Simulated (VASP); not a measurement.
TcB, 4 atoms in the cell. The structure is hexagonal, space group P6_3/mmc (No. 194). The conventional cell has a = 2.864 Å, b = 2.864 Å, c = 5.911 Å, α = 90.00°, β = 90.00°, γ = 120.00°. Within 2.9 Å of Tc (site symmetry -3m) lie 6 B at 2.22 Å and 6 Tc at 2.86 Å. B (site symmetry -6m2) has 6 Tc at 2.22 Å and 6 B at 2.86 Å within 2.9 Å. 

```yaml
Program: VASP 6.6.1
Task: single point
Functional: r2SCAN
Potentials_or_basis: VASP PAW PBE potentials, release 64 (Tc_pv, B)
Cutoff: 520 eV
k_mesh: 8 × 8 × 4
Occupations: fermi-dirac, width 0.1 eV
Spin: no spin polarisation
Dipole_correction: no
Further_INCAR_settings: ALGO = Normal; EDIFF = 1e-06; NBANDS = 24
```

Potentials or basis: VASP PAW PBE potentials, release 64 (Tc_pv, B).

The run is started by

```console
$ cat potpaw_PBE.64/Tc_pv/POTCAR potpaw_PBE.64/B/POTCAR > POTCAR
$ cp INCAR.step1 INCAR
$ mpirun -np 1 vasp_std > vasp.out
$ cp INCAR.step2 INCAR
$ mpirun -np 1 vasp_std > vasp.out
```

Hardware: 1 thread of Intel(R) Xeon(R) 6975P-C (Granite Rapids), on a shared host.

Estimate the wall time of this run.

It took 68 s on 1 thread of Intel(R) Xeon(R) 6975P-C (Granite Rapids), with other jobs on the host, peak memory 0.18 GiB. Counts: k points 30.
